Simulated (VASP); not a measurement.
# Mn2Se: single point with PBE

Mn2Se:

```xyz
3
Lattice="-1.6703 1.6703 3.4573 1.6703 -1.6703 3.4573 1.6703 1.6703 -3.4573" Properties=species:S:1:pos:R:3 pbc="T T T"
Mn    0.0000    0.0000    4.5916
Mn    0.0000    0.0000    2.3230
Se    0.0000    0.0000    0.0000
```

| Property | Result |
| --- | --- |
| Program | VASP 6.6.1 |
| Task | single point |
| Functional | PBE |
| Potentials or basis | VASP PAW PBE potentials, release 64 (Mn_pv, Se) |
| Cutoff | 520 eV |
| k mesh | 20 × 20 × 20 |
| Occupations | gaussian, width 0.1 eV |
| Spin | no spin polarisation |
| Dipole correction | no |
| Further INCAR settings | ALGO = Normal; EDIFF = 1e-07; NBANDS = 23 |

| Item | Value |
| --- | --- |
| Pressure | 0.3 GPa |
| Largest force | 0.008 eV/Å |
| Band gap on the k mesh | zero (bands 16 and 17 overlap by 0.57 eV) |

Forces in eV/Å, atoms in the order of the input:
```
Mn   0.000  0.000  0.008
Mn   0.000  0.000 -0.008
Se   0.000  0.000  0.000
```

Stress tensor (GPa, compression positive):
```
0.11 0.00 0.00
0.00 0.11 0.00
0.00 0.00 0.56
```

Levels at points of the mesh, in eV from the Fermi level:
```tsv
k point	band 12	band 13	band 14	band 15	band 16	band 17	band 18	band 19	band 20	band 21
(0.00, 0.00, 0.00)	-2.20	-1.71	-1.01	-0.56	-0.56	0.36	0.75	1.97	1.97	3.58
(0.50, 0.00, 0.00)	-2.31	-1.75	-0.81	-0.34	-0.19	0.29	0.37	0.65	2.11	3.26
(0.50, 0.50, 0.00)	-2.13	-1.99	-0.73	-0.24	-0.15	-0.01	0.23	1.63	1.84	2.59
(0.50, 0.50, 0.50)	-2.95	-1.48	-1.48	-1.28	-0.11	0.15	0.19	0.19	0.26	4.06
```

It took 4.9 min on 1 thread of Intel(R) Xeon(R) Platinum 8488C (Sapphire Rapids), on a shared host, peak memory 0.59 GiB.

Caveat: the run has no spin polarisation, though such a crystal can be magnetic. Spin polarisation is off, so any magnetic state and its effect on volume and gap are missing.
